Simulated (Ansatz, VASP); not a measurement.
Given: the input of a run of Ansatz 0.2.0 on Ge.

The input input.yaml:

```yaml
crystal:
  lattice:
    - [-2.495898, 2.650863, 1.436947]
    - [2.495898, -2.650863, 1.436947]
    - [2.495898, 2.650863, -1.436947]
  atoms:
    - { symbol: Ge, position: [0.314057, 0.064057, 0.25] }
    - { symbol: Ge, position: [0.685943, 0.935943, 0.75] }
kpoints:
  mp_grid: { grid: [11, 11, 11] }
scf:
  occupations: { method: gaussian, width: 0.05 }
hamiltonian:
  xc: pbe
  pseudopotentials: { kind: all_electron, lapw: { basis_error: 0.001 } }
output:
  forces: true
  stress: true
  eigenvalues: true
```

Potentials or basis: all-electron LAPW, scalar-relativistic.

Run with:

```sh
$ ansatz run input.yaml --threads 1 --pin off --max-ram 3072MiB --backend cpu --events-out ev --progress --plain --runs-dir out
```

Question: Translate it to VASP 6.6.1. Potentials there: VASP PAW PBE potentials, release 64 (Ge_d).

Answer: As run (the cutoff follows the program's own potentials):

Contents of INCAR:

```
PREC = Accurate ; ENCUT = 520
EDIFF = 1E-7 ; ISMEAR = 0
SIGMA = 0.05 ; LREAL = F
LASPH = T ; NELM = 60
ALGO = Normal ; ISIF = 2
LWAVE = F ; LCHARG = F
GGA = PE ; NBANDS = 21
```

The input KPOINTS:

```
regular mesh
0
Gamma
  11 11 11
```

The input POSCAR:

```
Ge
1.0
   -2.4958980000      2.6508630000      1.4369470000
    2.4958980000     -2.6508630000      1.4369470000
    2.4958980000      2.6508630000     -1.4369470000
Ge
2
Direct
    0.3140570000      0.0640570000      0.2500000000
    0.6859430000      0.9359430000      0.7500000000
```

Potentials or basis: VASP PAW PBE potentials, release 64 (Ge_d).

Run with:

```console
$ cat potpaw_PBE.64/Ge_d/POTCAR > POTCAR
$ mpirun -np 1 vasp_std > vasp.out
```

Both were run:

|  | VASP | Ansatz | Ansatz less VASP |
| --- | --- | --- | --- |
| gap on the k mesh at the Fermi level (eV) | none | none | - |
| pressure (GPa) | 1.1 | 1.1 | +0.01 |
| traceless stress, the component that is largest in VASP (GPa) | 1.32 | 1.31 | -0.002 |
| rms of the force components (eV/Å) | 0.036 | 0.036 | +0.0004 |

Atom by atom the forces differ by 0.000 eV/Å (rms over components). A gap of «none» marks a metal or a gap that the smearing closes. Ansatz ran all-electron here, and VASP with PAW potentials.
